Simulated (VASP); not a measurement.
## SrO: single point with r2SCAN

The system is SrO.

```
Sr O
1.0
     0.00000    2.58015    2.58015
     2.58015    0.00000    2.58015
     2.58015    2.58015    0.00000
Sr O
1 1
Direct
  0.00000 0.00000 0.00000
  0.50000 0.50000 0.50000
```

```yaml
Program: VASP 6.6.1
Task: single point
Functional: r2SCAN
Potentials_or_basis: VASP PAW PBE potentials, release 64 (Sr_sv, O)
Cutoff: 520 eV
k_mesh: 8 × 8 × 8
Occupations: gaussian, width 0.05 eV
Spin: no spin polarisation
Dipole_correction: no
Further_INCAR_settings: ALGO = Normal; EDIFF = 1e-06; NBANDS = 15
```

* Pressure: 0.5 GPa
* Band gap on the k mesh: 3.75 eV (least direct gap 3.84 eV)

Levels at points of the mesh, in eV from the valence-band top:
```tsv
k point	band 5	band 6	band 7	band 8	band 9	band 10	band 11	band 12
(0.00, 0.00, 0.00)	-14.54	0.00	0.00	0.00	4.58	6.75	6.75	6.75
(0.50, 0.00, 0.00)	-13.53	-2.10	-1.11	-1.11	7.06	8.99	9.42	9.42
(0.50, 0.50, 0.00)	-14.89	-0.45	-0.09	-0.09	3.75	8.44	10.85	11.02
```

Run time: 110 s on 1 thread of Intel Xeon 8259CL, with other jobs on the host, peak memory 0.17 GiB.

Caveat: the PAW data sets were made with another functional, which shifts forces and pressure a little. A k mesh can miss the band edges.
